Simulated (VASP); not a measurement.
A run of VASP 6.6.1:

INCAR

```
  PREC = Accurate
  ENCUT = 520
  EDIFF = 1E-6
  ISMEAR = 0
  SIGMA = 0.1
  LREAL = F
  LASPH = T
  NELM = 100
  ALGO = Normal
  ISIF = 2
  LWAVE = F
  LCHARG = F
  GGA = PE
  NBANDS = 40
```

The input KPOINTS:

```
Automatic mesh
0
Gamma
  6 6 6
```

File POSCAR:

```
SnAs2Se
1.0
    0.0000000000      5.5999534103      5.5999534103
    5.5999534103      0.0000000000      5.5999534103
    5.5999534103      5.5999534103      0.0000000000
Sn As Se
2 4 2
Direct
    0.2500000000      0.2500000000      0.2500000000
    0.0000000000      0.0000000000      0.0000000000
    0.6250000000      0.6250000000      0.6250000000
    0.6250000000      0.6250000000      0.1250000000
    0.6250000000      0.1250000000      0.6250000000
    0.1250000000      0.6250000000      0.6250000000
    0.5000000000      0.5000000000      0.5000000000
    0.7500000000      0.7500000000      0.7500000000
```

Potentials or basis: VASP PAW PBE potentials, release 64 (Sn_d, As, Se).

Launch:

```bash
$ cat potpaw_PBE.64/Sn_d/POTCAR potpaw_PBE.64/As/POTCAR potpaw_PBE.64/Se/POTCAR > POTCAR
$ mpirun -np 1 vasp_std > vasp.out
```

Hardware: 1 thread of Intel Xeon 8259CL (shared host).

**Question.** How long does it take, and how much memory?

**Answer.** It took 9 min on 1 thread of Intel Xeon 8259CL, with other jobs on the host, peak memory 0.6 GiB. Counts: scf iterations 15, k points 16.
